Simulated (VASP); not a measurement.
# SrO (F-43m) in VASP: notebook

The runs below take SrO through single point, relaxation of cell and atoms, with r2SCAN, PBE.

Program: VASP 6.6.1. These are calculated values, not measurements. Logs are shortened: lines on timing, memory, paths and dates and some standing lists are left out, and cuts for length are marked.

### Step 1. The cell of the first run

Symmetry: F-43m, No. 216, cubic system. The conventional cell has a = 5.585 Å, b = 5.585 Å, c = 5.585 Å, α = 90.00°, β = 90.00°, γ = 90.00°. Within 3.2 Å of Sr (site symmetry -43m) lie 4 O at 2.42 Å. O (site symmetry -43m) has 4 Sr at 2.42 Å within 3.2 Å.

### Step 2. Single point, r2SCAN

File POSCAR:

```
SrO
1.0
    0.0000000000      2.7922805133      2.7922805133
    2.7922805133      0.0000000000      2.7922805133
    2.7922805133      2.7922805133      0.0000000000
Sr O
1 1
Direct
    0.0000000000      0.0000000000      0.0000000000
    0.2500000000      0.2500000000      0.2500000000
```

File INCAR.step1:

```
  PREC = Accurate
  ENCUT = 520
  ISMEAR = 0
  SIGMA = 0.01
  LREAL = F
  LASPH = T
  NELM = 80
  NBANDS = 15
  GGA = PE
  ALGO = Normal
  EDIFF = 1E-4
  LWAVE = T
  LCHARG = F
```

File INCAR.step2:

```
  PREC = Accurate
  ENCUT = 520
  EDIFF = 1E-7
  ISMEAR = 0
  SIGMA = 0.01
  LREAL = F
  LASPH = T
  NELM = 80
  ALGO = Normal
  ISIF = 2
  LWAVE = F
  LCHARG = F
  METAGGA = R2SCAN
  LMIXTAU = T
  NBANDS = 15
  ISTART = 1
```

File KPOINTS:

```
regular mesh
0
Gamma
  8 8 8
```

Potentials or basis: VASP PAW PBE potentials, release 64 (Sr_sv, O).

Launch:

```
$ cat potpaw_PBE.64/Sr_sv/POTCAR potpaw_PBE.64/O/POTCAR > POTCAR
$ cp INCAR.step1 INCAR
$ mpirun -np 1 vasp_std > vasp.out
$ cp INCAR.step2 INCAR
$ mpirun -np 1 vasp_std > vasp.out
```

OUTCAR:

```text
PREC = Accurate
   ENCUT = 520
   EDIFF = 1E-7
   ISMEAR = 0
   LREAL = F
   LASPH = T
   NELM = 80
   ISIF = 2
   METAGGA = R2SCAN
   ISTART = 1

 ion  position               nearest neighbor table
   1  0.000  0.000  0.000-   2 2.42   2 2.42   2 2.42   2 2.42
   2  0.250  0.250  0.250-   1 2.42   1 2.42   1 2.42   1 2.42

  LATTYP: Found a face centered cubic cell.
 ALAT       =     5.5845610266

  Lattice vectors:

 A1 = (   0.0000000000,   2.7922805133,   2.7922805133)
 A2 = (   2.7922805133,   0.0000000000,   2.7922805133)
 A3 = (   2.7922805133,   2.7922805133,   0.0000000000)

Analysis of symmetry for initial positions (statically):
=====================================================================
 Subroutine PRICEL returns:
 Original cell was already a primitive cell.

 Routine SETGRP: Setting up the symmetry group for a
 face centered cubic supercell.

 Subroutine GETGRP returns: Found 24 space group operations
 (whereof 24 operations were pure point group operations)
 out of a pool of 48 trial point group operations.

The static configuration has the point symmetry T_d .

Analysis of symmetry for dynamics (positions and initial velocities):
=====================================================================
 Subroutine PRICEL returns:
 Original cell was already a primitive cell.

 Routine SETGRP: Setting up the symmetry group for a
 face centered cubic supercell.

 Subroutine GETGRP returns: Found 24 space group operations
 (whereof 24 operations were pure point group operations)
 out of a pool of 48 trial point group operations.

The dynamic configuration has the point symmetry T_d .

 Subroutine INISYM returns: Found 24 space group operations
 (whereof 24 operations are pure point group operations),
 and found     1 'primitive' translations

----------------------------------------------------------------------------------------

                                     Primitive cell

  volume of cell :      43.5419

  direct lattice vectors                    reciprocal lattice vectors
     0.000000000  2.792280513  2.792280513    -0.179065104  0.179065104  0.179065104
     2.792280513  0.000000000  2.792280513     0.179065104 -0.179065104  0.179065104
     2.792280513  2.792280513  0.000000000     0.179065104  0.179065104 -0.179065104

  length of vectors
     3.948880972  3.948880972  3.948880972     0.310149858  0.310149858  0.310149858

  position of ions in fractional coordinates (direct lattice)
     0.000000000  0.000000000  0.000000000
     0.250000000  0.250000000  0.250000000

  ion indices of the primitive-cell ions
   primitive index   ion index
                 1           1
                 2           2

----------------------------------------------------------------------------------------

 KPOINTS: regular mesh

Automatic generation of k-mesh.
 Grid dimensions read from file:
 generate k-points for:    8    8    8

 Generating k-lattice:

  Cartesian coordinates                     Fractional coordinates (reciprocal lattice)
    -0.022383138  0.022383138  0.022383138     0.125000000  0.000000000  0.000000000
     0.022383138 -0.022383138  0.022383138     0.000000000  0.125000000  0.000000000
     0.022383138  0.022383138 -0.022383138     0.000000000  0.000000000  0.125000000

  Length of vectors
     0.038768732  0.038768732  0.038768732

  Shift w.r.t. Gamma in fractional coordinates (k-lattice)
     0.000000000  0.000000000  0.000000000

 Subroutine IBZKPT returns following result:
 ===========================================

 Found     29 irreducible k-points:

 Following reciprocal coordinates:
            Coordinates               Weight
  0.000000  0.000000  0.000000      1.000000
  0.125000  0.000000  0.000000      8.000000
  0.250000  0.000000  0.000000      8.000000
  0.375000  0.000000  0.000000      8.000000
  0.500000  0.000000  0.000000      4.000000
  0.125000  0.125000  0.000000      6.000000
[... 16 lines left out ...]
  0.500000  0.250000  0.125000     48.000000
 -0.375000  0.250000  0.125000     24.000000
 [... further k-points ...]
   k-points           NKPTS =     29   k-points in BZ     NKDIM =     29   number of bands    NBANDS=     15
   number of dos      NEDOS =    301   number of ions     NIONS =      2
   total plane-waves  NPLWV =  27000
   dimension x,y,z NGX =    30 NGY =   30 NGZ =   30
   dimension x,y,z NGXF=    60 NGYF=   60 NGZF=   60
   ions per type =               1   1
   NGX,Y,Z   is equivalent  to a cutoff of  12.63, 12.63, 12.63 a.u.
   NGXF,Y,Z  is equivalent  to a cutoff of  25.26, 25.26, 25.26 a.u.
 SYSTEM =  unknown system
   PREC   = accura    normal or accurate (medium, high low for compatibility)
   ISTART =      1    job   : 0-new  1-cont  2-samecut
   ICHARG =      0    charge: 1-file 2-atom 10-const
   ISPIN  =      1    spin polarized calculation?
   LNONCOLLINEAR =      F non collinear calculations
   LSORBIT =      F    spin-orbit coupling
   LASPH  =      T    aspherical Exc in radial PAW
   ENCUT  =  520.0 eV  38.22 Ry    6.18 a.u.   7.34  7.34  7.34*2*pi/ulx,y,z
   NELM   =     80;   NELMIN=  2; NELMDL=  0     # of ELM steps
   EDIFF  = 0.1E-06   stopping-criterion for ELM
   LREAL  =      F    real-space projection
   EDIFFG = 0.1E-05   stopping-criterion for IOM
   NSW    =      0    number of steps for IOM
   IBRION =     -1    ionic relax: 0-MD 1-quasi-New 2-CG
   NFREE  =      0    steps in history (QN), initial steepest desc. (CG)
   ISIF   =      2    stress and relaxation
   ISYM   =      2    0-nonsym 1-usesym 2-fastsym
   POTIM  = 0.5000    time-step for ionic-motion
   TEBEG  =    0.0;   TEEND  =   0.0 temperature during run
   PSTRESS=    0.0 pullay stress
   NELECT =      16.0000    total number of electrons
   NUPDOWN=      -1.0000    fix difference up-down
   EMIN   =  10.00;   EMAX   =-10.00  energy-range for DOS
   EFERMI =   0.00;   METHOD = LEGACY
   ISMEAR =     0;   SIGMA  =   0.01  broadening in eV -4-tet -1-fermi 0-gaus
   EFERMI_NEDOS =   21; number of points for ismear=-14 and -15
   IALGO  =     38    algorithm
   IMIX   =      4    mixing-type and parameters
     AMIX     =   0.40;   BMIX     =  1.00
     AMIX_MAG =   1.60;   BMIX_MAG =  1.00
  volume/ion in A,a.u.               =      21.77       146.92
  Fermi-wavevector in a.u.,A,eV,Ry     =   1.172589  2.215872 18.707531  1.374965
  Thomas-Fermi vector in A             =   2.309015
   LORBIT       =      0    0 simple, 1 ext, 2 COOP (PROOUT), +10 PAW based schemes
   METAGGA = R2SCAN    functional components
   LHFCALC =     F    Hartree Fock is set to
   AEXX    =    0.0000 exact exchange contribution
   IVDW    =     0    specifies the selected vdW correction
   LEPSILON=     F    determine dielectric tensor
   LRPA    =     F    only Hartree local field effects (RPA)
 non-spin polarized calculation
 Gauss-broadening in eV      SIGMA  =   0.01
  energy-cutoff  :      520.00
  volume of cell :       43.54
 maximum number of plane-waves:      1211
 NGX is ok and might be reduce to    30
   NGX = 15   NGY = 15   NGZ = 15

 number of electron      16.0000001 magnetization

 Free energy of the ion-electron system (eV)
  ---------------------------------------------------
  ext. energy  EPLUGINS =         0.00000000
  ---------------------------------------------------
  free energy    TOTEN  =       -26.63176408 eV

  energy without entropy =      -26.63176408  energy(sigma->0) =      -26.63176408

 E-fermi :   0.0560     XC(G=0):  -9.1299

 val. band max:       -0.0267904699   @ k =  -0.2500   0.5000   0.2500
 cond. band min:       2.8763061878   @ k =   0.0000   0.0000   0.0000
 fundamental gap:      2.9030966576
 Fermi energy:         0.0560115546

 k-point     1 :       0.0000    0.0000    0.0000
  band No.  band energies     occupation
      1     -33.3182      2.00000
      2     -15.7612      2.00000
      3     -14.5832      2.00000
      4     -14.5832      2.00000
      5     -14.5832      2.00000
      6      -0.8737      2.00000
      7      -0.8737      2.00000
      8      -0.8737      2.00000
      9       2.8763      0.00000
     10       8.6557      0.00000
     11       8.6557      0.00000
     12       9.9679      0.00000
     13       9.9679      0.00000
     14       9.9679      0.00000
     15      15.3914      0.00000

 k-point     2 :       0.1250    0.0000    0.0000
  band No.  band energies     occupation
      1     -33.3091      2.00000
      2     -16.0215      2.00000
      3     -14.5962      2.00000
      4     -14.5962      2.00000
      5     -14.3580      2.00000
      6      -0.9617      2.00000
      7      -0.8212      2.00000
      8      -0.8212      2.00000
      9       3.3814      0.00000
     10       8.3170      0.00000
     11       8.3170      0.00000
     12       9.5905      0.00000
     13      10.3737      0.00000
     14      10.3737      0.00000
     15      14.2273      0.00000

 k-point     3 :       0.2500    0.0000    0.0000
  band No.  band energies     occupation
      1     -33.2869      2.00000
      2     -16.4567      2.00000
      3     -14.6274      2.00000
      4     -14.6274      2.00000
      5     -14.0147      2.00000
      6      -0.9953      2.00000
      7      -0.7026      2.00000
      8      -0.7026      2.00000
      9       4.4413      0.00000
     10       8.0075      0.00000
     11       8.0075      0.00000
     12       8.8535      0.00000
     13      10.7603      0.00000
     14      10.7603      0.00000
     15      12.8248      0.00000
[... 343 lines left out ...]
 k-point    23 :       0.5000    0.2500    0.1250
  band No.  band energies     occupation
      1     -33.2522      2.00000
      2     -16.8865      2.00000
      3     -14.8502      2.00000
      4     -14.7064      2.00000
      5     -13.5239      2.00000
      6      -0.9295      2.00000
      7      -0.5389      2.00000
      8      -0.3643      2.00000
      9       5.3196      0.00000
     10       6.5905      0.00000
     11       8.4956      0.00000
     12       9.4041      0.00000
     13      10.8144      0.00000
     14      11.3821      0.00000
     15      13.0309      0.00000

 k-point    24 :      -0.3750    0.2500    0.1250
  band No.  band energies     occupation
      1     -33.2448      2.00000
      2     -16.9655      2.00000
      3     -14.8854      2.00000
      4     -14.7238      2.00000
      5     -13.4468      2.00000
      6      -0.7081      2.00000
      7      -0.6485      2.00000
      8      -0.3035      2.00000
      9       5.2445      0.00000
     10       6.6849      0.00000
     11       8.3824      0.00000
     12       9.5548      0.00000
     13      10.7263      0.00000
     14      11.5691      0.00000
     15      13.1161      0.00000

 [... further k-points ...]

------------------------ aborting loop because EDIFF is reached ----------------------------------------

  FORCE on cell =-STRESS in cart. coord.  units (eV):
  Direction    XX          YY          ZZ          XY          YZ          ZX
  --------------------------------------------------------------------------------------
  -------------------------------------------------------------------------------------
  Total        0.1252898      0.1252898      0.1252898      0.0000000      0.0000000     -0.0000000
  in kB        4.6101918      4.6101918      4.6101918      0.0000000      0.0000000     -0.0000000
  external PRESSURE =       4.6101918 kB  Pullay stress =       0.0000000 kB

 VOLUME and BASIS-vectors are now :
 -----------------------------------------------------------------------------
  energy-cutoff  :      520.00
  volume of cell :       43.54
      direct lattice vectors                 reciprocal lattice vectors
     0.000000000  2.792280513  2.792280513    -0.179065104  0.179065104  0.179065104
     2.792280513  0.000000000  2.792280513     0.179065104 -0.179065104  0.179065104
     2.792280513  2.792280513  0.000000000     0.179065104  0.179065104 -0.179065104

 POSITION                                       TOTAL-FORCE (eV/Angst)
 -----------------------------------------------------------------------------------
      0.00000      0.00000      0.00000        -0.000000     -0.000000     -0.000000
      1.39614      1.39614      1.39614         0.000000      0.000000      0.000000
 -----------------------------------------------------------------------------------
    total drift:                                0.000000      0.000000      0.000000

  FREE ENERGIE OF THE ION-ELECTRON SYSTEM (eV)
  ---------------------------------------------------
  free  energy   TOTEN  =       -26.6317640811 eV

  energy  without entropy=      -26.6317640811  energy(sigma->0) =      -26.63176408
```

It took 2.7 min on 1 thread of Intel Xeon 8259CL, shared host; peak memory 0.18 GiB.

What came out:

```
Free energy            : -26.6318 eV
Pressure               : 0.5 GPa
Band gap on the k mesh : 2.90 eV (least direct gap 3.75 eV)
```

Caveat: the PAW data sets were made with another functional, which shifts forces and pressure a little.

(Part 1 of 2 ends here.)
